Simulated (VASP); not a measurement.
# TePb (rocksalt type) (Fm-3m) in VASP: a series of runs

The runs below take TePb (rocksalt type) through single point, with LDA.

Program: VASP 6.6.1. These are calculated values, not measurements. Logs are shortened: lines on timing, memory, paths and dates and some standing lists are left out, and cuts for length are marked.

### Step 1. The cell of the first run

It takes space group Fm-3m (No. 225, cubic). The conventional cell has a = 5.228 Å, b = 5.228 Å, c = 5.228 Å, α = 90.00°, β = 90.00°, γ = 90.00°. Within 3.4 Å of Pb (site symmetry m-3m) lie 6 Te at 2.61 Å. Within 3.4 Å of Te (site symmetry m-3m) lie 6 Pb at 2.61 Å.

### Step 2. Single point, LDA (17.86 Å³/atom)

The input, INCAR:

```
SYSTEM = TePb
ALGO = Normal
EDIFF = 1E-6
ENCUT = 500
GGA_COMPAT = .FALSE.
ISIF = 2
ISMEAR = -1
LASPH = .TRUE.
LCHARG = .TRUE.
LELF = .TRUE.
LREAL = .FALSE.
LVHAR = .TRUE.
LWAVE = .FALSE.
NBANDS = 17
NELM = 120
PREC = Accurate
SIGMA = 0.08
```

The input, KPOINTS:

```
k-points
0
G
  12 12 12
  0 0 0
```

The input, POSCAR:

```
TePb
1.0
    0.0000000000      2.6140121691      2.6140121691
    2.6140121691      0.0000000000      2.6140121691
    2.6140121691      2.6140121691      0.0000000000
Pb Te
1 1
Direct
    0.0000000000      0.0000000000      0.0000000000
    0.5000000000      0.5000000000      0.5000000000
```

Potentials or basis: VASP PAW LDA potentials, release 64 (Pb_d, Te).

On the command line:

```bash
cat potpaw_LDA.64/Pb_d/POTCAR potpaw_LDA.64/Te/POTCAR > POTCAR
mpirun -np 1 vasp_std > vasp.out
```

OUTCAR:

```text
SYSTEM = TePb
   EDIFF = 1E-6
   ENCUT = 500
   ISIF = 2
   ISMEAR = -1
   LASPH = .TRUE.
   LREAL = .FALSE.
   NELM = 120
   PREC = Accurate

 ion  position               nearest neighbor table
   1  0.000  0.000  0.000-   2 2.61   2 2.61   2 2.61   2 2.61   2 2.61   2 2.61
   2  0.500  0.500  0.500-   1 2.61   1 2.61   1 2.61   1 2.61   1 2.61   1 2.61

  LATTYP: Found a face centered cubic cell.
 ALAT       =     5.2280243382

  Lattice vectors:

 A1 = (   0.0000000000,   2.6140121691,   2.6140121691)
 A2 = (   2.6140121691,   0.0000000000,   2.6140121691)
 A3 = (   2.6140121691,   2.6140121691,   0.0000000000)

Analysis of symmetry for initial positions (statically):
=====================================================================
 Subroutine PRICEL returns:
 Original cell was already a primitive cell.

 Routine SETGRP: Setting up the symmetry group for a
 face centered cubic supercell.

 Subroutine GETGRP returns: Found 48 space group operations
 (whereof 48 operations were pure point group operations)
 out of a pool of 48 trial point group operations.

The static configuration has the point symmetry O_h .

Analysis of symmetry for dynamics (positions and initial velocities):
=====================================================================
 Subroutine PRICEL returns:
 Original cell was already a primitive cell.

 Routine SETGRP: Setting up the symmetry group for a
 face centered cubic supercell.

 Subroutine GETGRP returns: Found 48 space group operations
 (whereof 48 operations were pure point group operations)
 out of a pool of 48 trial point group operations.

The dynamic configuration has the point symmetry O_h .

 Subroutine INISYM returns: Found 48 space group operations
 (whereof 48 operations are pure point group operations),
 and found     1 'primitive' translations

----------------------------------------------------------------------------------------

                                     Primitive cell

  volume of cell :      35.7234

  direct lattice vectors                    reciprocal lattice vectors
     0.000000000  2.614012169  2.614012169    -0.191276845  0.191276845  0.191276845
     2.614012169  0.000000000  2.614012169     0.191276845 -0.191276845  0.191276845
     2.614012169  2.614012169  0.000000000     0.191276845  0.191276845 -0.191276845

  length of vectors
     3.696771462  3.696771462  3.696771462     0.331301214  0.331301214  0.331301214

  position of ions in fractional coordinates (direct lattice)
     0.000000000  0.000000000  0.000000000
     0.500000000  0.500000000  0.500000000

  ion indices of the primitive-cell ions
   primitive index   ion index
                 1           1
                 2           2

----------------------------------------------------------------------------------------

 KPOINTS: k-points

Automatic generation of k-mesh.
 Grid dimensions read from file:
 generate k-points for:   12   12   12

 Generating k-lattice:

  Cartesian coordinates                     Fractional coordinates (reciprocal lattice)
    -0.015939737  0.015939737  0.015939737     0.083333333  0.000000000  0.000000000
     0.015939737 -0.015939737  0.015939737     0.000000000  0.083333333  0.000000000
     0.015939737  0.015939737 -0.015939737     0.000000000  0.000000000  0.083333333

  Length of vectors
     0.027608434  0.027608434  0.027608434

  Shift w.r.t. Gamma in fractional coordinates (k-lattice)
     0.000000000  0.000000000  0.000000000

 Subroutine IBZKPT returns following result:
 ===========================================

 Found     72 irreducible k-points:

 Following reciprocal coordinates:
            Coordinates               Weight
  0.000000  0.000000  0.000000      1.000000
  0.083333  0.000000  0.000000      8.000000
  0.166667  0.000000  0.000000      8.000000
  0.250000  0.000000  0.000000      8.000000
  0.333333  0.000000  0.000000      8.000000
  0.416667  0.000000  0.000000      8.000000
[... 16 lines left out ...]
  0.500000  0.166667  0.000000     24.000000
 -0.416667  0.166667  0.000000     24.000000
 [... further k-points ...]
   k-points           NKPTS =     72   k-points in BZ     NKDIM =     72   number of bands    NBANDS=     17
   number of dos      NEDOS =    301   number of ions     NIONS =      2
   total plane-waves  NPLWV =  21952
   dimension x,y,z NGX =    28 NGY =   28 NGZ =   28
   dimension x,y,z NGXF=    56 NGYF=   56 NGZF=   56
   ions per type =               1   1
   NGX,Y,Z   is equivalent  to a cutoff of  12.59, 12.59, 12.59 a.u.
   NGXF,Y,Z  is equivalent  to a cutoff of  25.18, 25.18, 25.18 a.u.
 SYSTEM =  TePb
   PREC   = accura    normal or accurate (medium, high low for compatibility)
   ISTART =      0    job   : 0-new  1-cont  2-samecut
   ICHARG =      2    charge: 1-file 2-atom 10-const
   ISPIN  =      1    spin polarized calculation?
   LNONCOLLINEAR =      F non collinear calculations
   LSORBIT =      F    spin-orbit coupling
   LASPH  =      T    aspherical Exc in radial PAW
   ENCUT  =  500.0 eV  36.75 Ry    6.06 a.u.   6.74  6.74  6.74*2*pi/ulx,y,z
   NELM   =    120;   NELMIN=  2; NELMDL= -5     # of ELM steps
   EDIFF  = 0.1E-05   stopping-criterion for ELM
   LREAL  =      F    real-space projection
   EDIFFG = 0.1E-04   stopping-criterion for IOM
   NSW    =      0    number of steps for IOM
   IBRION =     -1    ionic relax: 0-MD 1-quasi-New 2-CG
   NFREE  =      0    steps in history (QN), initial steepest desc. (CG)
   ISIF   =      2    stress and relaxation
   ISYM   =      2    0-nonsym 1-usesym 2-fastsym
   POTIM  = 0.5000    time-step for ionic-motion
   TEBEG  =    0.0;   TEEND  =   0.0 temperature during run
   PSTRESS=    0.0 pullay stress
   NELECT =      20.0000    total number of electrons
   NUPDOWN=      -1.0000    fix difference up-down
   EMIN   =  10.00;   EMAX   =-10.00  energy-range for DOS
   EFERMI =   0.00;   METHOD = LEGACY
   ISMEAR =    -1;   SIGMA  =   0.08  broadening in eV -4-tet -1-fermi 0-gaus
   EFERMI_NEDOS =   21; number of points for ismear=-14 and -15
   IALGO  =     38    algorithm
   IMIX   =      4    mixing-type and parameters
     AMIX     =   0.40;   BMIX     =  1.00
     AMIX_MAG =   1.60;   BMIX_MAG =  1.00
  volume/ion in A,a.u.               =      17.86       120.54
  Fermi-wavevector in a.u.,A,eV,Ry     =   1.349275  2.549761 24.770001  1.820544
  Thomas-Fermi vector in A             =   2.476875
   LORBIT       =      0    0 simple, 1 ext, 2 COOP (PROOUT), +10 PAW based schemes
   GGA     = CA    functional components
   LHFCALC =     F    Hartree Fock is set to
   AEXX    =    0.0000 exact exchange contribution
   IVDW    =     0    specifies the selected vdW correction
   LEPSILON=     F    determine dielectric tensor
   LRPA    =     F    only Hartree local field effects (RPA)
 non-spin polarized calculation
  energy-cutoff  :      500.00
  volume of cell :       35.72
 maximum number of plane-waves:       934
   NGX = 13   NGY = 13   NGZ = 13

 number of electron      20.0000000 magnetization

 Free energy of the ion-electron system (eV)
  ---------------------------------------------------
  ext. energy  EPLUGINS =         0.00000000
  ---------------------------------------------------
  free energy    TOTEN  =        -2.86134200 eV

  energy without entropy =       -2.85280698  energy(sigma->0) =       -2.85707449

 E-fermi :  16.3455     XC(G=0): -12.6667

 val. band max:       16.2978848758   @ k =  -0.0833   0.0833   0.0000
 cond. band min:      16.3696749446   @ k =   0.1667   0.0000   0.0000
 fundamental gap:      0.0717900688
 Fermi energy:        16.3455160259

 k-point     1 :       0.0000    0.0000    0.0000
  band No.  band energies     occupation
      1      -2.9061      2.00000
      2      -2.7001      2.00000
      3      -2.7001      2.00000
      4      -2.6204      2.00000
      5      -2.6204      2.00000
      6      -2.6204      2.00000
[... 9 lines left out ...]
     16      20.9535      0.00000
     17      20.9535      0.00000

 k-point     2 :       0.0833    0.0000    0.0000
  band No.  band energies     occupation
      1      -2.7858      2.00000
      2      -2.7154      2.00000
      3      -2.7154      2.00000
      4      -2.6201      2.00000
      5      -2.6115      2.00000
      6      -2.6115      2.00000
[... 9 lines left out ...]
     16      21.2632      0.00000
     17      22.3535      0.00000

 k-point     3 :       0.1667    0.0000    0.0000
  band No.  band energies     occupation
      1      -2.7616      2.00000
      2      -2.7616      2.00000
      3      -2.6658      2.00000
      4      -2.5822      2.00000
      5      -2.5822      2.00000
      6      -2.3782      2.00000
[... 9 lines left out ...]
     16      21.7446      0.00000
     17      24.3788      0.00000

 k-point     4 :       0.2500    0.0000    0.0000
  band No.  band energies     occupation
      1      -2.8267      2.00000
      2      -2.8267      2.00000
      3      -2.6869      2.00000
      4      -2.5386      2.00000
      5      -2.5386      2.00000
      6      -1.7553      2.00000
[... 9 lines left out ...]
     16      22.5003      0.00000
     17      26.7927      0.00000
[... 343 lines left out ...]
      1      -3.1785      2.00000
      2      -2.8049      2.00000
      3      -2.6798      2.00000
      4      -2.5235      2.00000
      5      -2.4411      2.00000
      6       0.0598      2.00000
[... 9 lines left out ...]
     16      26.2319      0.00000
     17      27.7699      0.00000

 k-point    23 :       0.5000    0.1667    0.0000
  band No.  band energies     occupation
      1      -3.1686      2.00000
      2      -2.8659      2.00000
      3      -2.6815      2.00000
      4      -2.5099      2.00000
      5      -2.4287      2.00000
      6       1.1251      2.00000
[... 9 lines left out ...]
     16      26.6694      0.00000
     17      27.8697      0.00000

 k-point    24 :      -0.4167    0.1667    0.0000
  band No.  band energies     occupation
      1      -3.1221      2.00000
      2      -2.9080      2.00000
      3      -2.6769      2.00000
      4      -2.5070      2.00000
      5      -2.4417      2.00000
      6       1.3939      2.00000
[... 9 lines left out ...]
     16      25.2156      0.00000
     17      29.2142      0.00000

 [... further k-points ...]

------------------------ aborting loop because EDIFF is reached ----------------------------------------

  FORCE on cell =-STRESS in cart. coord.  units (eV):
  Direction    XX          YY          ZZ          XY          YZ          ZX
  --------------------------------------------------------------------------------------
  -------------------------------------------------------------------------------------
  Total       24.8639163     24.8639163     24.8639163     -0.0000000     -0.0000000     -0.0000000
  in kB     1115.1346406   1115.1346406   1115.1346406     -0.0000000     -0.0000000     -0.0000000
  external PRESSURE =    1115.1346406 kB  Pullay stress =       0.0000000 kB

 VOLUME and BASIS-vectors are now :
 -----------------------------------------------------------------------------
  energy-cutoff  :      500.00
  volume of cell :       35.72
      direct lattice vectors                 reciprocal lattice vectors
     0.000000000  2.614012169  2.614012169    -0.191276845  0.191276845  0.191276845
     2.614012169  0.000000000  2.614012169     0.191276845 -0.191276845  0.191276845
     2.614012169  2.614012169  0.000000000     0.191276845  0.191276845 -0.191276845

 POSITION                                       TOTAL-FORCE (eV/Angst)
 -----------------------------------------------------------------------------------
      0.00000      0.00000      0.00000        -0.000000     -0.000000      0.000000
      2.61401      2.61401      2.61401         0.000000      0.000000     -0.000000
 -----------------------------------------------------------------------------------
    total drift:                               -0.000000      0.000000      0.000000

  FREE ENERGIE OF THE ION-ELECTRON SYSTEM (eV)
  ---------------------------------------------------
  free  energy   TOTEN  =        -2.8613420002 eV

  energy  without entropy=       -2.8528069832  energy(sigma->0) =       -2.85707449
```

It took 16 s on 1 thread of Intel Xeon 6975P-C (Granite Rapids), shared host; peak memory 0.17 GiB.

What came out:

```yaml
Free_energy: -2.8613 eV
Pressure: 111.5 GPa
Band_gap_on_the_k_mesh: zero (bands 10 and 11 overlap by 1.39 eV)
```

Caveat: the cell stands under pressure; spin-orbit coupling is left out, which moves the levels of the heavy elements.

### Step 3. Single point, LDA (17.86 Å³/atom)

The input, INCAR:

```
PREC = Accurate
ENCUT = 500
EDIFF = 1E-6
ISMEAR = -1
SIGMA = 0.08
LREAL = False
LASPH = True
NELM = 120
ALGO = Normal
ISIF = 2
LWAVE = False
LCHARG = False
NBANDS = 17
GGA_COMPAT = False
```

The input, KPOINTS:

```
regular mesh
0
Gamma
  12 12 12
```

POSCAR is that of step 2.

Potentials or basis: VASP PAW LDA potentials, release 64 (Pb_d, Te).

On the command line:

```bash
cat potpaw_LDA.64/Pb_d/POTCAR potpaw_LDA.64/Te/POTCAR > POTCAR
mpirun -np 1 vasp_std > vasp.out
```

OUTCAR:

```text
PREC = Accurate
   ENCUT = 500
   EDIFF = 1E-6
   ISMEAR = -1
   LREAL = False
   LASPH = True
   NELM = 120
   ISIF = 2

 ion  position               nearest neighbor table
   1  0.000  0.000  0.000-   2 2.61   2 2.61   2 2.61   2 2.61   2 2.61   2 2.61
   2  0.500  0.500  0.500-   1 2.61   1 2.61   1 2.61   1 2.61   1 2.61   1 2.61

  LATTYP: Found a face centered cubic cell.
 ALAT       =     5.2280243382

  Lattice vectors:

 A1 = (   0.0000000000,   2.6140121691,   2.6140121691)
 A2 = (   2.6140121691,   0.0000000000,   2.6140121691)
 A3 = (   2.6140121691,   2.6140121691,   0.0000000000)

Analysis of symmetry for initial positions (statically):
=====================================================================
 Subroutine PRICEL returns:
 Original cell was already a primitive cell.

 Routine SETGRP: Setting up the symmetry group for a
 face centered cubic supercell.

 Subroutine GETGRP returns: Found 48 space group operations
 (whereof 48 operations were pure point group operations)
 out of a pool of 48 trial point group operations.

The static configuration has the point symmetry O_h .

[... 158 lines left out ...]

 E-fermi :  16.3455     XC(G=0): -12.6667

 val. band max:       16.2978848758   @ k =  -0.0833   0.0833   0.0000
 cond. band min:      16.3696749446   @ k =   0.1667   0.0000   0.0000
 fundamental gap:      0.0717900688
 Fermi energy:        16.3455160259

 k-point     1 :       0.0000    0.0000    0.0000
  band No.  band energies     occupation
      1      -2.9061      2.00000
      2      -2.7001      2.00000
      3      -2.7001      2.00000
      4      -2.6204      2.00000
      5      -2.6204      2.00000
      6      -2.6204      2.00000
[... 457 lines left out ...]
      4      -2.5070      2.00000
      5      -2.4417      2.00000
      6       1.3939      2.00000
[... 9 lines left out ...]
     16      25.2156      0.00000
     17      29.2142      0.00000

 [... further k-points ...]

------------------------ aborting loop because EDIFF is reached ----------------------------------------

  FORCE on cell =-STRESS in cart. coord.  units (eV):
  Direction    XX          YY          ZZ          XY          YZ          ZX
  --------------------------------------------------------------------------------------
  -------------------------------------------------------------------------------------
  Total       24.8639163     24.8639163     24.8639163     -0.0000000     -0.0000000     -0.0000000
  in kB     1115.1346406   1115.1346406   1115.1346406     -0.0000000     -0.0000000     -0.0000000
  external PRESSURE =    1115.1346406 kB  Pullay stress =       0.0000000 kB

 VOLUME and BASIS-vectors are now :
 -----------------------------------------------------------------------------
  energy-cutoff  :      500.00
  volume of cell :       35.72
      direct lattice vectors                 reciprocal lattice vectors
     0.000000000  2.614012169  2.614012169    -0.191276845  0.191276845  0.191276845
     2.614012169  0.000000000  2.614012169     0.191276845 -0.191276845  0.191276845
     2.614012169  2.614012169  0.000000000     0.191276845  0.191276845 -0.191276845

 POSITION                                       TOTAL-FORCE (eV/Angst)
 -----------------------------------------------------------------------------------
      0.00000      0.00000      0.00000        -0.000000     -0.000000      0.000000
      2.61401      2.61401      2.61401         0.000000      0.000000     -0.000000
 -----------------------------------------------------------------------------------
    total drift:                               -0.000000      0.000000      0.000000

  FREE ENERGIE OF THE ION-ELECTRON SYSTEM (eV)
  ---------------------------------------------------
  free  energy   TOTEN  =        -2.8613420002 eV

  energy  without entropy=       -2.8528069832  energy(sigma->0) =       -2.85707449
```

stdout:

```text
POSCAR found type information on POSCAR PbTe
 POSCAR found :  2 types and       2 ions
 scaLAPACK will be used
 LDA part: xc-table for (Slater(with rela. corr.)+CA(PZ))
 , standard interpolation
 POSCAR, INCAR and KPOINTS ok, starting setup
 FFT: planning ... GRIDC
 FFT: planning ... GRID_SOFT
 FFT: planning ... GRID
 WAVECAR not read
 entering main loop
```

It took 15 s on 1 thread of Intel Xeon 6975P-C (Granite Rapids), shared host; peak memory 0.17 GiB.

What came out:

- Free energy: -2.8613 eV
- Pressure: 111.5 GPa
- Band gap on the k mesh: zero (bands 10 and 11 overlap by 1.39 eV)

Caveat: the cell stands under pressure; spin-orbit coupling is left out, which moves the levels of the heavy elements.

[end of part 1 of 2]
